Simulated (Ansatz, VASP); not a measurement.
K: VASP beside Ansatz

The input POSCAR:

```
K
1.0
    0.0000000000      3.2946930311      3.2946930311
    3.2946930311      0.0000000000      3.2946930311
    3.2946930311      3.2946930311      0.0000000000
K
1
Direct
    0.0000000000      0.0000000000      0.0000000000
```

Contents of INCAR.step1:

```
PREC = Accurate ; ENCUT = 520
ISMEAR = 0 ; SIGMA = 0.05
LREAL = F ; LASPH = T
NELM = 60 ; NBANDS = 10
GGA = PE ; ALGO = Normal
EDIFF = 1E-4 ; LWAVE = T
LCHARG = F
```

File INCAR.step2:

```
PREC = Accurate ; ENCUT = 520
EDIFF = 1E-6 ; ISMEAR = 0
SIGMA = 0.05 ; LREAL = F
LASPH = T ; NELM = 60
ALGO = Normal ; ISIF = 2
LWAVE = F ; LCHARG = F
METAGGA = R2SCAN ; LMIXTAU = T
NBANDS = 10 ; ISTART = 1
```

File KPOINTS:

```
regular mesh
0
Gamma
  12 12 12
```

Input for Ansatz:

```yaml
crystal:
  lattice:
    - [0.0, 3.2946930311, 3.2946930311]
    - [3.2946930311, 0.0, 3.2946930311]
    - [3.2946930311, 3.2946930311, 0.0]
  atoms:
    - { symbol: K, position: [0.0, 0.0, 0.0] }
basis:
  ecutwfc: 500
  ecutrho_ratio: 4
kpoints:
  mp_grid: { grid: [12, 12, 12] }
hamiltonian:
  xc: r2scan
scf:
  occupations: { method: gaussian, width: 0.05 }
output:
  forces: true
  stress: true
  eigenvalues: true
```

Alike in both runs: task single point; functional r2SCAN; k mesh 12 × 12 × 12; occupations gaussian, width 0.05 eV; no spin polarisation.

```csv
,VASP,Ansatz
version,VASP 6.6.1,Ansatz 0.2.0
potentials or method,"VASP PAW PBE potentials, release 64 (K_sv), cutoff 520 eV","scalar-relativistic, plane waves, PAW"
valence electrons in the cell,9,9
```

```csv
,VASP,Ansatz,Ansatz less VASP
pressure (GPa),0.3,0.3,+0.02
```

VASP's potentials were made for PBE, not for r2SCAN. With one functional, cell and mesh, what is left measures potentials, basis and numerics.
